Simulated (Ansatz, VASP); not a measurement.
Ti3C2: VASP beside Ansatz

```
Ti C
1.0
     3.09251    0.00000    0.00000
    -1.54626    2.67819    0.00000
     0.00000    0.00000    7.27899
Ti C
3 2
Direct
  0.00000 0.00000 0.00000
  0.33333 0.66667 0.67835
  0.66667 0.33333 0.32165
  0.33333 0.66667 0.17669
  0.66667 0.33333 0.82331
```

Alike in both runs: functional r2SCAN; k mesh 6 × 6 × 4; occupations gaussian, width 0.1 eV; no spin polarisation.

Ansatz relaxed the structure, and its values are those at the end. VASP's run is a single point on that final structure, the one shown.

```csv
,VASP,Ansatz
version,VASP 6.6.1,Ansatz 0.2.0
potentials or method,"VASP PAW PBE potentials, release 64 (Ti_sv, C), cutoff 520 eV","scalar-relativistic, plane waves, PAW"
valence electrons in the cell,44,44
```

VASP gave:

| Item | Value |
| --- | --- |
| gap on the k mesh at the Fermi level (eV) | none |
| pressure (GPa) | 0.7 |
| rms of the force components (eV/Å) | 0.028 |

**Question.** Which values does Ansatz return?

**Answer.** gap on the k mesh at the Fermi level (eV): none; pressure (GPa): -0.1; rms of the force components (eV/Å): 0.015.

VASP's potentials were made for PBE, not for r2SCAN. A gap of «none» marks a metal or a gap that the smearing closes. The functional is the same, so the differences come from potentials, cutoffs and numerics.

The k mesh is coarse, so the values compare programs but aren't converged.
